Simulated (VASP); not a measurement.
**Fe: single point with PBEsol**

Crystal: Fe.

```
Fe
1.0
    -1.35583    1.35583    1.35583
     1.35583   -1.35583    1.35583
     1.35583    1.35583   -1.35583
Fe
1
Direct
  0.00000 0.00000 0.00000
```

```yaml
Program: VASP 6.6.1
Task: single point
Functional: PBEsol
Potentials_or_basis: VASP PAW PBE potentials, release 64 (Fe)
Cutoff: 520 eV
k_mesh: 26 × 26 × 26
Occupations: fermi-dirac, width 0.05 eV
Spin: collinear spin, ferromagnetic start
Starting_moments: "[2.132] μB"
```

```json
{"Pressure": "22.0 GPa", "Band gap on the k mesh": "zero (filled and empty bands overlap)", "Net moment": "1.96 μB per cell", "Site moments": "Fe +1.93 μB", "Valence electrons inside the program's atomic spheres": "Fe 7.58"}
```

Levels at points of the mesh, in eV from the Fermi level:
Spin up:
| k point | band 2 | band 3 | band 4 | band 5 | band 6 | band 7 | band 8 | band 9 |
| --- | --- | --- | --- | --- | --- | --- | --- | --- |
| (0.00, 0.00, 0.00) | -2.63 | -2.63 | -2.63 | -1.08 | -1.08 | 26.13 | 26.13 | 26.13 |
| (0.50, 0.00, 0.00) | -3.97 | -1.01 | -0.83 | 0.34 | 0.67 | 8.54 | 19.32 | 22.23 |
| (0.50, 0.50, 0.50) | -5.75 | 0.34 | 0.34 | 0.34 | 10.75 | 10.75 | 10.75 | 16.99 |
Spin down:
| k point | band 1 | band 2 | band 3 | band 4 | band 5 | band 6 | band 7 |
| --- | --- | --- | --- | --- | --- | --- | --- |
| (0.00, 0.00, 0.00) | -9.10 | -0.95 | -0.95 | -0.95 | 1.37 | 1.37 | 26.10 |
| (0.50, 0.00, 0.00) | -4.60 | -2.47 | 0.60 | 1.25 | 1.68 | 2.64 | 9.83 |
| (0.50, 0.50, 0.50) | -4.14 | -4.14 | 2.27 | 2.27 | 2.27 | 11.12 | 11.12 |

Run time: 54 s on 1 thread of Intel(R) Xeon(R) 6975P-C (Granite Rapids), on a shared host, peak memory 0.21 GiB.

Caveat: the cell stands under pressure; the PAW data sets were made with another functional, which shifts forces and pressure a little.
